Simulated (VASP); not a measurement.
# Mo3N in VASP: a series of runs, part 2 of 2

VASP 6.6.1.

**4. Single point, PBE**

File INCAR:

```
PREC     = Accurate       # precision mode
ENCUT    = 520            # plane-wave cutoff, eV
EDIFF    = 1E-6           # SCF threshold, eV
ISMEAR   = 0              # smearing method
SIGMA    = 0.1            # smearing width, eV
LREAL    = F              # projectors in reciprocal space
LASPH    = T              # aspherical terms in the spheres
NELM     = 60             # most SCF steps
ALGO     = Fast           # electronic algorithm
ISIF     = 2              # what is computed and relaxed
LWAVE    = F              # write WAVECAR
LCHARG   = F              # write CHGCAR
LDIPOL   = T            
IDIPOL   = 3            
DIPOL    = 0.5 0.5 0.354
GGA      = PE             # functional
NBANDS   = 57             # bands
```

File KPOINTS:

```
Automatic mesh
0
Gamma
  6 6 1
```

File POSCAR:

```
Mo3N
1.0
    4.4695765303      0.0000000000      0.0000000000
   -2.2347882651      3.8707668194      0.0000000000
    0.0000000000      0.0000000000     20.8595667262
Mo N
6 2
Direct
    0.6666666667      0.3333333333      0.1917585371
    0.3333333333      0.6666666667      0.2354961900
    0.0000000000      0.0000000000      0.2792338429
    0.6666666667      0.3333333333      0.3191171057
    0.3333333333      0.6666666667      0.3580407041
    0.0000000000      0.0000000000      0.3959606081
    0.0000000000      0.8888888889      0.4993442870
    0.0000000000      0.8888888889      0.5529685908
```

Potentials or basis: VASP PAW PBE potentials, release 64 (Mo_sv, N).

Launch:

```console
cat potpaw_PBE.64/Mo_sv/POTCAR potpaw_PBE.64/N/POTCAR > POTCAR
mpirun -np 1 vasp_std > vasp.out
```

OUTCAR:

```text
PREC = Accurate
   ENCUT = 520
   EDIFF = 1E-6
   ISMEAR = 0
   LREAL = F
   LASPH = T
   NELM = 60
   ISIF = 2
   GGA = PE

 ion  position               nearest neighbor table
   1  0.667  0.333  0.192-   4 2.66   2 2.74   2 2.74   2 2.74   3 3.16   3 3.16   3 3.16
   2  0.333  0.667  0.235-   5 2.56   3 2.74   1 2.74   1 2.74   3 2.74   3 2.74   1 2.74   4 3.11
                             4 3.11   4 3.11
   3  0.000  0.000  0.279-   6 2.43   4 2.71   4 2.71   4 2.71   2 2.74   2 2.74   2 2.74   5 3.06
                             5 3.06   5 3.06   1 3.16   1 3.16   1 3.16
   4  0.667  0.333  0.319-   1 2.66   5 2.71   5 2.71   5 2.71   3 2.71   3 2.71   3 2.71   6 3.04
                             6 3.04   6 3.04   2 3.11   2 3.11   2 3.11
   5  0.333  0.667  0.358-   2 2.56   6 2.70   6 2.70   6 2.70   4 2.71   4 2.71   4 2.71   3 3.06
                             3 3.06   3 3.06
   6  0.000  0.000  0.396-   7 2.21   3 2.43   5 2.70   5 2.70   5 2.70   4 3.04   4 3.04   4 3.04

   7  0.000  0.889  0.499-   8 1.12   6 2.21
   8  0.000  0.889  0.553-   7 1.12

  LATTYP: Found a hexagonal cell.
 ALAT       =     4.4695765303
 C/A-ratio  =     4.6670118712

  Lattice vectors:

 A1 = (   4.4695765303,   0.0000000000,   0.0000000000)
 A2 = (  -2.2347882651,   3.8707668194,   0.0000000000)
 A3 = (   0.0000000000,   0.0000000000,  20.8595667262)

Analysis of symmetry for initial positions (statically):
=====================================================================
 Subroutine PRICEL returns:
 Original cell was already a primitive cell.

 Routine SETGRP: Setting up the symmetry group for a
 hexagonal supercell.

 Subroutine GETGRP returns: Found  1 space group operations
 (whereof  1 operations were pure point group operations)
 out of a pool of 24 trial point group operations.

The static configuration has the point symmetry C_1 .

[... 149 lines left out ...]
   LRPA    =     F    only Hartree local field effects (RPA)
 non-spin polarized calculation
 RMM-DIIS sequential band-by-band and
 Gauss-broadening in eV      SIGMA  =   0.10
  energy-cutoff  :      520.00
  volume of cell :      360.88
 maximum number of plane-waves:      9745
 NGX is ok and might be reduce to    36
   NGX = 17   NGY = 17   NGZ = 77

 dipolmoment           0.000000      0.000000     -0.006766 electrons x Angstroem

 number of electron      94.0000011 magnetization

 dipolmoment           0.000000      0.000000      0.121242 electrons x Angstroem

 Free energy of the ion-electron system (eV)
  ---------------------------------------------------
  ext. energy  EPLUGINS =         0.00000000
  ---------------------------------------------------
  free energy    TOTEN  =       -75.75306432 eV

  energy without entropy =      -75.70971706  energy(sigma->0) =      -75.73139069

 E-fermi :   0.7639     XC(G=0):  -5.2415

 val. band max:        0.7620596435   @ k =   0.5000   0.0000   0.0000
 cond. band min:       0.7675028616   @ k =   0.5000  -0.1667   0.0000
 fundamental gap:      0.0054432181
 Fermi energy:         0.7638872138

 k-point     1 :       0.0000    0.0000    0.0000
  band No.  band energies     occupation
      1     -60.3729      2.00000
      2     -60.1394      2.00000
      3     -60.1016      2.00000
      4     -60.0724      2.00000
      5     -59.9301      2.00000
      6     -59.8742      2.00000
[... 1189 lines left out ...]
     56       2.4050      0.00000
     57       2.5442      0.00000

------------------------ aborting loop because EDIFF is reached ----------------------------------------

 vacuum level on the upper side and lower side of the slab       (xc-potential included)         0.446        -0.793

  FORCE on cell =-STRESS in cart. coord.  units (eV):
  Direction    XX          YY          ZZ          XY          YZ          ZX
  --------------------------------------------------------------------------------------
  -------------------------------------------------------------------------------------
  Total       -5.5817559     -5.4101780      2.1180221     -0.0545969      0.1311075     -0.1077005
  in kB      -24.7806531    -24.0189196      9.4031293     -0.2423873      0.5820624     -0.4781452
  external PRESSURE =     -13.1321478 kB  Pullay stress =       0.0000000 kB

 VOLUME and BASIS-vectors are now :
 -----------------------------------------------------------------------------
  energy-cutoff  :      520.00
  volume of cell :      360.88
      direct lattice vectors                 reciprocal lattice vectors
     4.469576530  0.000000000  0.000000000     0.223734842  0.129173371  0.000000000
    -2.234788265  3.870766819  0.000000000     0.000000000  0.258346743  0.000000000
     0.000000000  0.000000000 20.859566726     0.000000000  0.000000000  0.047939634

 POSITION                                       TOTAL-FORCE (eV/Angst)
 -----------------------------------------------------------------------------------
      2.23479      1.29026      4.00000        -0.014465      0.010767      1.423073
     -0.00000      2.58051      4.91235         0.004584     -0.018167     -0.044776
      0.00000      0.00000      5.82470         0.041121     -0.111653     -2.461609
      2.23479      1.29026      6.65664         0.069683      0.003239     -0.532858
     -0.00000      2.58051      7.46857         0.065731     -0.102184      0.303586
      0.00000      0.00000      8.25957        -0.199197      0.307237      1.330422
     -1.98648      3.44068     10.41611        -0.002858     -0.054393     -1.408285
     -1.98648      3.44068     11.53469         0.035401     -0.034846      1.390447
 -----------------------------------------------------------------------------------
    total drift:                                0.000050     -0.000039     -0.000374

  FREE ENERGIE OF THE ION-ELECTRON SYSTEM (eV)
  ---------------------------------------------------
  free  energy   TOTEN  =       -75.7530643228 eV

  energy  without entropy=      -75.7097170571  energy(sigma->0) =      -75.73139069

 vacuum level on the upper side and lower side of the slab         5.304         4.022
```

OSZICAR:

```text
N       E                     dE             d eps       ncg     rms          rms(c)
DAV:   1     0.927667512199E+03    0.92767E+03   -0.57603E+04  2968   0.145E+03
DAV:   2    -0.363993296313E+02   -0.96407E+03   -0.93941E+03  2681   0.420E+02
DAV:   3    -0.805056907983E+02   -0.44106E+02   -0.42598E+02  2917   0.786E+01
[... 22 lines left out ...]
RMM:  26    -0.757530481367E+02   -0.26293E-04   -0.17384E-05  2255   0.655E-03    0.149E-03
RMM:  27    -0.757530592763E+02   -0.11140E-04   -0.81927E-06  1692   0.396E-03    0.940E-04
RMM:  28    -0.757530623115E+02   -0.30352E-05   -0.36585E-06  1563   0.269E-03    0.832E-04
RMM:  29    -0.757530639157E+02   -0.16042E-05   -0.15885E-06  1357   0.193E-03    0.322E-04
RMM:  30    -0.757530643228E+02   -0.40713E-06   -0.80031E-07  1204   0.149E-03
   1 F= -.75753064E+02 E0= -.75731391E+02  d E =-.433473E-01
```

stdout:

```text
POSCAR found type information on POSCAR MoN
 POSCAR found :  2 types and       8 ions
 scaLAPACK will be used
 LDA part: xc-table for (Slater+PW92), standard interpolation
 POSCAR, INCAR and KPOINTS ok, starting setup
 FFT: planning ... GRIDC
 FFT: planning ... GRID_SOFT
 FFT: planning ... GRID
 WAVECAR not read
 entering main loop
```

Run time: 21 min. Hardware: 1 thread of Oxide Virtual Turin-like, shared host; peak memory 0.64 GiB.

Results:

```
Free energy            : -75.7531 eV
Largest force          : 2.464 eV/Å
Band gap on the k mesh : 0.01 eV (least direct gap 0.05 eV)
```

Forces on the atoms (eV/Å):
```
Mo  -0.014  0.011  1.423
Mo   0.005 -0.018 -0.045
Mo   0.041 -0.112 -2.462
Mo   0.070  0.003 -0.533
Mo   0.066 -0.102  0.304
Mo  -0.199  0.307  1.330
N   -0.003 -0.054 -1.408
N    0.035 -0.035  1.390
```

Caveat: the standard files for N, O and F lose accuracy on very short bonds.

**5. Overview**

| cell | further INCAR settings | gap on the mesh (eV) | largest force (eV/Å) |
| --- | --- | --- | --- |
| as given, atomic positions A | ALGO = Fast; EDIFF = 1e-07; NBANDS = 57 | none | 1.82 |
| as given, atomic positions B | ALGO = Fast; EDIFF = 1e-06; NBANDS = 57 | none | 1.84 |
| as given, atomic positions C | ALGO = Fast; EDIFF = 1e-06; NBANDS = 57 | 0.01 | 2.46 |

Alike in all rows: task single point; level PBE; potentials or basis VASP PAW PBE potentials, release 64 (Mo_sv, N); no spin polarisation; k mesh 6 × 6 × 1; cutoff (eV) 520; smearing gaussian 0.1 eV.

Caveats: the standard files for N, O and F lose accuracy on very short bonds.

Absolute energies hang on the potentials; compare differences alone.
